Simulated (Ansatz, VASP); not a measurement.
# Two plane-wave programs on V

```
CELL_PARAMETERS angstrom
0.00000 1.85625 1.85625
1.85625 0.00000 1.85625
1.85625 1.85625 0.00000
ATOMIC_POSITIONS crystal
V 0.00000 0.00000 0.00000
```

Alike in both runs: task single point; functional PBE; k mesh 23 × 23 × 23; occupations fermi-dirac, width 0.05 eV; collinear spin.

|  | VASP | Ansatz |
| --- | --- | --- |
| version | VASP 6.6.1 | Ansatz 0.2.0 |
| potentials or method | VASP PAW PBE potentials, release 64 (V_sv), cutoff 520 eV | plane waves (420 eV) with PAW, scalar-relativistic |
| valence electrons in the cell | 13 | 13 |

```csv
,VASP,Ansatz,Ansatz less VASP
pressure (GPa),17.4,17.2,-0.22
net moment per atom (μB),0.00,0.00,-0.002
```

With one functional, cell and mesh, what is left measures potentials, basis and numerics. Ansatz's warnings: seeded moment not kept.
